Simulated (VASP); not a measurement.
Set up this calculation in VASP 6.6.1, as the native input.

```yaml
Task: electric field gradients
Functional: PBEsol
Potentials_or_basis: VASP PAW PBE potentials, release 64 (Zn, S)
Cutoff: 520 eV
k_mesh: 8 × 8 × 8
Occupations: fermi-dirac, width 0.01 eV
Spin: no spin polarisation
Dipole_correction: no
Further_INCAR_settings: ALGO = Normal; EDIFF = 1e-08; NBANDS = 16
```

The structure of ZnS lies in POSCAR:

```
ZnS
1.0
    0.0000000000      2.6956042803      2.6956042803
    2.6956042803      0.0000000000      2.6956042803
    2.6956042803      2.6956042803      0.0000000000
Zn S
1 1
Direct
    0.0000000000      0.0000000000      0.0000000000
    0.7500000000      0.7500000000      0.7500000000
```

This cell differs from its parent crystal: volume scaled by 0.99.

One way to write it, as run:

INCAR

```
SYSTEM = ZnS
PREC = Accurate
ENCUT = 520
EDIFF = 1E-8
ISMEAR = -1
SIGMA = 0.01
LREAL = .False.
LASPH = .True.
NELM = 60
ALGO = Normal
ISIF = 2
LWAVE = .False.
LCHARG = .False.
GGA = PS
LEFG = .True.
NBANDS = 16
```

KPOINTS

```
regular mesh
0
Gamma
  8 8 8
  0 0 0
```

Potentials or basis: VASP PAW PBE potentials, release 64 (Zn, S).

The run is started by

```console
$ cat potpaw_PBE.64/Zn/POTCAR potpaw_PBE.64/S/POTCAR > POTCAR
$ mpirun -np 1 vasp_std > vasp.out
```

Results of the run:

| Property | Result |
| --- | --- |
| Pressure | -1.3 GPa |
| Band gap on the k mesh | 2.01 eV, direct |

Caveat: without QUAD_EFG the Cq values of the log hold for a quadrupole moment of 1 mb, not for the nuclei; the PAW data sets were made with another functional, which shifts forces and pressure a little.

Run time: 8.3 s on 1 thread of AMD EPYC 9R45 96-Core Processor (Zen 5), on a shared host, peak memory 0.13 GiB.
